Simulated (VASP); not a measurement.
# Ge (Cmmm) in VASP: further runs

Aim: see how the results for Ge move with the level of theory and the settings. Levels: LDA, PBE. Tasks: single point.

All numbers are computed with VASP 6.6.1; they aren't measurements. Logs are shortened: lines on timing, memory, paths and dates and some standing lists are left out, and cuts for length are marked.

### 1 The cell of the first run

It takes space group Cmmm (No. 65, orthorhombic). The conventional cell has a = 2.794 Å, b = 5.201 Å, c = 2.698 Å, α = 90.00°, β = 90.00°, γ = 90.00°. Ge (site symmetry mmm) has 8 Ge at 2.70 to 2.95 Å within 3.6 Å.

### 2 Single point, LDA

The input, INCAR:

```
SYSTEM = Ge
PREC = Accurate
ENCUT = 520
EDIFF = 1E-6
ISMEAR = -1
SIGMA = 0.05
LREAL = .FALSE.
LASPH = .TRUE.
NELM = 60
ALGO = Normal
ISIF = 2
LWAVE = .FALSE.
LCHARG = .TRUE.
LELF = .TRUE.
LVHAR = .TRUE.
NBANDS = 13
```

The input, KPOINTS:

```
regular mesh
0
G
  11 11 10
  0 0 0
```

The input, POSCAR:

```
Ge
1.0
    1.3971490000     -2.6005160000      0.0000000000
    1.3971490000      2.6005160000      0.0000000000
    0.0000000000      0.0000000000      2.6982310000
Ge
1
Direct
    0.5000000000      0.5000000000      0.0000000000
```

Potentials or basis: VASP PAW LDA potentials, release 64 (Ge_d).

Run with:

```sh
$ cat potpaw_LDA.64/Ge_d/POTCAR > POTCAR
$ mpirun -np 1 vasp_std > vasp.out
```

OUTCAR:

```text
SYSTEM = Ge
   PREC = Accurate
   ENCUT = 520
   EDIFF = 1E-6
   ISMEAR = -1
   LREAL = .FALSE.
   LASPH = .TRUE.
   NELM = 60
   ISIF = 2

 ion  position               nearest neighbor table
   1  0.500  0.500  0.000-

  LATTYP: Found a base centered orthorhombic cell.
 ALAT       =     2.7942980000
 B/A-ratio  =     1.8613018368
 C/A-ratio  =     0.9656203454

  Lattice vectors:

 A1 = (   1.3971490000,  -2.6005160000,   0.0000000000)
 A2 = (   1.3971490000,   2.6005160000,   0.0000000000)
 A3 = (   0.0000000000,   0.0000000000,   2.6982310000)

Analysis of symmetry for initial positions (statically):
=====================================================================
 Subroutine PRICEL returns:
 Original cell was already a primitive cell.

 Routine SETGRP: Setting up the symmetry group for a
 base centered orthorhombic supercell.

 Subroutine GETGRP returns: Found  8 space group operations
 (whereof  8 operations were pure point group operations)
 out of a pool of  8 trial point group operations.

The static configuration has the point symmetry D_2h.

Analysis of symmetry for dynamics (positions and initial velocities):
=====================================================================
 Subroutine PRICEL returns:
 Original cell was already a primitive cell.

 Routine SETGRP: Setting up the symmetry group for a
 base centered orthorhombic supercell.

 Subroutine GETGRP returns: Found  8 space group operations
 (whereof  8 operations were pure point group operations)
 out of a pool of  8 trial point group operations.

The dynamic configuration has the point symmetry D_2h.

 Subroutine INISYM returns: Found  8 space group operations
 (whereof  8 operations are pure point group operations),
 and found     1 'primitive' translations

----------------------------------------------------------------------------------------

                                     Primitive cell

  volume of cell :      19.6070

  direct lattice vectors                    reciprocal lattice vectors
     1.397149000 -2.600516000  0.000000000     0.357871637 -0.192269534  0.000000000
     1.397149000  2.600516000  0.000000000     0.357871637  0.192269534  0.000000000
     0.000000000  0.000000000  2.698231000     0.000000000  0.000000000  0.370613191

  length of vectors
     2.952068562  2.952068562  2.698231000     0.406250763  0.406250763  0.370613191

  position of ions in fractional coordinates (direct lattice)
     0.500000000  0.500000000  0.000000000

  ion indices of the primitive-cell ions
   primitive index   ion index
                 1           1

----------------------------------------------------------------------------------------

 KPOINTS: regular mesh

Automatic generation of k-mesh.
 Grid dimensions read from file:
 generate k-points for:   11   11   10

 Generating k-lattice:

  Cartesian coordinates                     Fractional coordinates (reciprocal lattice)
     0.032533785 -0.017479049  0.000000000     0.090909091  0.000000000  0.000000000
     0.032533785  0.017479049  0.000000000     0.000000000  0.090909091  0.000000000
     0.000000000  0.000000000  0.037061319     0.000000000  0.000000000  0.100000000

  Length of vectors
     0.036931888  0.036931888  0.037061319

  Shift w.r.t. Gamma in fractional coordinates (k-lattice)
     0.000000000  0.000000000  0.000000000

 Subroutine IBZKPT returns following result:
 ===========================================

 Found    216 irreducible k-points:

 Following reciprocal coordinates:
            Coordinates               Weight
  0.000000  0.000000  0.000000      1.000000
  0.090909  0.000000  0.000000      4.000000
  0.181818 -0.000000  0.000000      4.000000
  0.272727 -0.000000  0.000000      4.000000
  0.363636 -0.000000  0.000000      4.000000
  0.454545 -0.000000  0.000000      4.000000
[... 16 lines left out ...]
 -0.272727  0.181818  0.000000      4.000000
 -0.181818  0.181818  0.000000      2.000000
 [... further k-points ...]
   k-points           NKPTS =    216   k-points in BZ     NKDIM =    216   number of bands    NBANDS=     13
   number of dos      NEDOS =    301   number of ions     NIONS =      1
   total plane-waves  NPLWV =  11520
   dimension x,y,z NGX =    24 NGY =   24 NGZ =   20
   dimension x,y,z NGXF=    48 NGYF=   48 NGZF=   40
   ions per type =               1
   NGX,Y,Z   is equivalent  to a cutoff of  13.52, 13.52, 12.32 a.u.
   NGXF,Y,Z  is equivalent  to a cutoff of  27.03, 27.03, 24.65 a.u.
 SYSTEM =  Ge
   PREC   = accura    normal or accurate (medium, high low for compatibility)
   ISTART =      0    job   : 0-new  1-cont  2-samecut
   ICHARG =      2    charge: 1-file 2-atom 10-const
   ISPIN  =      1    spin polarized calculation?
   LNONCOLLINEAR =      F non collinear calculations
   LSORBIT =      F    spin-orbit coupling
   LASPH  =      T    aspherical Exc in radial PAW
   ENCUT  =  520.0 eV  38.22 Ry    6.18 a.u.   5.49  5.49  5.02*2*pi/ulx,y,z
   NELM   =     60;   NELMIN=  2; NELMDL= -5     # of ELM steps
   EDIFF  = 0.1E-05   stopping-criterion for ELM
   LREAL  =      F    real-space projection
   EDIFFG = 0.1E-04   stopping-criterion for IOM
   NSW    =      0    number of steps for IOM
   IBRION =     -1    ionic relax: 0-MD 1-quasi-New 2-CG
   NFREE  =      0    steps in history (QN), initial steepest desc. (CG)
   ISIF   =      2    stress and relaxation
   ISYM   =      2    0-nonsym 1-usesym 2-fastsym
   POTIM  = 0.5000    time-step for ionic-motion
   TEBEG  =    0.0;   TEEND  =   0.0 temperature during run
   PSTRESS=    0.0 pullay stress
   NELECT =      14.0000    total number of electrons
   NUPDOWN=      -1.0000    fix difference up-down
   EMIN   =  10.00;   EMAX   =-10.00  energy-range for DOS
   EFERMI =   0.00;   METHOD = LEGACY
   ISMEAR =    -1;   SIGMA  =   0.05  broadening in eV -4-tet -1-fermi 0-gaus
   EFERMI_NEDOS =   21; number of points for ismear=-14 and -15
   IALGO  =     38    algorithm
   IMIX   =      4    mixing-type and parameters
     AMIX     =   0.40;   BMIX     =  1.00
     AMIX_MAG =   1.60;   BMIX_MAG =  1.00
  volume/ion in A,a.u.               =      19.61       132.31
  Fermi-wavevector in a.u.,A,eV,Ry     =   1.463234  2.765111 29.130796  2.141053
  Thomas-Fermi vector in A             =   2.579353
   LORBIT       =      0    0 simple, 1 ext, 2 COOP (PROOUT), +10 PAW based schemes
   GGA     = CA    functional components
   LHFCALC =     F    Hartree Fock is set to
   AEXX    =    0.0000 exact exchange contribution
   IVDW    =     0    specifies the selected vdW correction
   LEPSILON=     F    determine dielectric tensor
   LRPA    =     F    only Hartree local field effects (RPA)
 non-spin polarized calculation
  energy-cutoff  :      520.00
  volume of cell :       19.61
 maximum number of plane-waves:       542
 NGX is ok and might be reduce to    24
   NGX = 11   NGY = 11   NGZ = 11

 number of electron      14.0000003 magnetization

 Free energy of the ion-electron system (eV)
  ---------------------------------------------------
  ext. energy  EPLUGINS =         0.00000000
  ---------------------------------------------------
  free energy    TOTEN  =        -4.96210454 eV

  energy without entropy =       -4.95806981  energy(sigma->0) =       -4.96008717

 E-fermi :   5.8987     XC(G=0): -11.3208

 val. band max:        5.8942093783   @ k =   0.4545   0.0909   0.4000
 cond. band min:       5.9183932239   @ k =   0.3636   0.1818   0.1000
 fundamental gap:      0.0241838457
 Fermi energy:         5.8987275444

 k-point     1 :       0.0000    0.0000    0.0000
  band No.  band energies     occupation
      1     -18.8786      2.00000
      2     -18.8240      2.00000
      3     -18.7733      2.00000
      4     -18.6678      2.00000
      5     -18.6479      2.00000
      6      -6.9256      2.00000
      7      12.5379      0.00000
      8      12.9717      0.00000
      9      14.4659      0.00000
     10      16.2024      0.00000
     11      18.4783      0.00000
     12      20.8193      0.00000
     13      20.9981      0.00000

 k-point     2 :       0.0909    0.0000    0.0000
  band No.  band energies     occupation
      1     -18.8729      2.00000
      2     -18.8153      2.00000
      3     -18.7742      2.00000
      4     -18.6690      2.00000
      5     -18.6518      2.00000
      6      -6.7257      2.00000
      7      12.1228      0.00000
      8      12.7312      0.00000
      9      12.9534      0.00000
     10      16.6288      0.00000
     11      18.1839      0.00000
     12      19.7969      0.00000
     13      22.1130      0.00000

 k-point     3 :       0.1818   -0.0000    0.0000
  band No.  band energies     occupation
      1     -18.8605      2.00000
      2     -18.7985      2.00000
      3     -18.7675      2.00000
      4     -18.6734      2.00000
      5     -18.6614      2.00000
      6      -6.1265      2.00000
      7       9.3702      0.00000
      8      11.5356      0.00000
      9      13.2981      0.00000
     10      16.0514      0.00000
     11      17.7155      0.00000
     12      21.6984      0.00000
     13      24.7270      0.00000
[... 305 lines left out ...]
 k-point    23 :      -0.2727    0.1818    0.0000
  band No.  band energies     occupation
      1     -18.8606      2.00000
      2     -18.8142      2.00000
      3     -18.7375      2.00000
      4     -18.6850      2.00000
      5     -18.6545      2.00000
      6      -5.6741      2.00000
      7       6.7594      0.00000
      8      10.8754      0.00000
      9      13.6880      0.00000
     10      17.6451      0.00000
     11      18.8846      0.00000
     12      22.4781      0.00000
     13      26.8024      0.00000

 k-point    24 :      -0.1818    0.1818    0.0000
  band No.  band energies     occupation
      1     -18.8700      2.00000
      2     -18.8198      2.00000
      3     -18.7484      2.00000
      4     -18.6795      2.00000
      5     -18.6502      2.00000
      6      -6.2212      2.00000
      7       8.1526      0.00000
      8      13.0680      0.00000
      9      13.1930      0.00000
     10      16.6373      0.00000
     11      18.0975      0.00000
     12      23.6806      0.00000
     13      23.7809      0.00000

 [... further k-points ...]
[... 5 lines left out ...]
  --------------------------------------------------------------------------------------
  -------------------------------------------------------------------------------------
  Total       -0.5421963     -0.8987776     -0.6597220      0.0000000      0.0000000      0.0000000
  in kB      -44.3053066    -73.4431732    -53.9088595      0.0000000      0.0000000      0.0000000
  external PRESSURE =     -57.2191131 kB  Pullay stress =       0.0000000 kB

 VOLUME and BASIS-vectors are now :
 -----------------------------------------------------------------------------
  energy-cutoff  :      520.00
  volume of cell :       19.61
      direct lattice vectors                 reciprocal lattice vectors
     1.397149000 -2.600516000  0.000000000     0.357871637 -0.192269534  0.000000000
     1.397149000  2.600516000  0.000000000     0.357871637  0.192269534  0.000000000
     0.000000000  0.000000000  2.698231000     0.000000000  0.000000000  0.370613191

 POSITION                                       TOTAL-FORCE (eV/Angst)
 -----------------------------------------------------------------------------------
      1.39715      0.00000      0.00000        -0.000000      0.000000      0.000000
 -----------------------------------------------------------------------------------
    total drift:                               -0.000000     -0.000000     -0.000000

  FREE ENERGIE OF THE ION-ELECTRON SYSTEM (eV)
  ---------------------------------------------------
  free  energy   TOTEN  =        -4.9621045358 eV

  energy  without entropy=       -4.9580698121  energy(sigma->0) =       -4.96008717
```

Run time: 18 s. Hardware: 1 thread of AMD EPYC 9R45 (Zen 5), shared host; peak memory 0.13 GiB.

Results:

```yaml
Free_energy: -4.9621 eV
Pressure: -5.7 GPa
Band_gap_on_the_k_mesh: zero (band 7 reaches 12.54 eV, above the bottom of band 8 at 3.56 eV)
```

[end of part 1 of 2]
